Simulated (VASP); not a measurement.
Ba:

```
CELL_PARAMETERS angstrom
-2.50650 2.50650 2.50650
2.50650 -2.50650 2.50650
2.50650 2.50650 -2.50650
ATOMIC_POSITIONS crystal
Ba 0.00000 0.00000 0.00000
```

* Program: VASP 6.6.1
* Task: relaxation of cell and atoms
* Functional: LDA
* Potentials or basis: VASP PAW LDA potentials, release 64 (Ba_sv)
* Cutoff: 600 eV
* k mesh: 7 × 7 × 7
* Occupations: fermi-dirac, width 0.1 eV
* Spin: no spin polarisation

At the start: pressure -1.2 GPa; volume 62.99 Å³/atom.

Question: How do energy, volume and symmetry change on relaxing?

Answer: Over 4 steps the energy falls by 35.0 meV/atom and the volume is 54.60 Å³/atom (-13.3 %); space group Im-3m (No. 229, to 0.1 Å) before and after.

The path:
```tsv
step	energy change (eV)	largest force (eV/Å)	pressure (GPa)	volume (Å³)
1	0.0000	0.0000	-1.22	62.99
2	-0.0258	0.0000	-0.70	58.72
3	-0.0349	0.0000	-0.09	55.09
4	-0.0350	0.0000	0.01	54.60
```

Final structure:
```
CELL_PARAMETERS angstrom
-2.38988 2.38988 2.38988
2.38988 -2.38988 2.38988
2.38988 2.38988 -2.38988
ATOMIC_POSITIONS crystal
Ba 0.00000 0.00000 0.00000
```
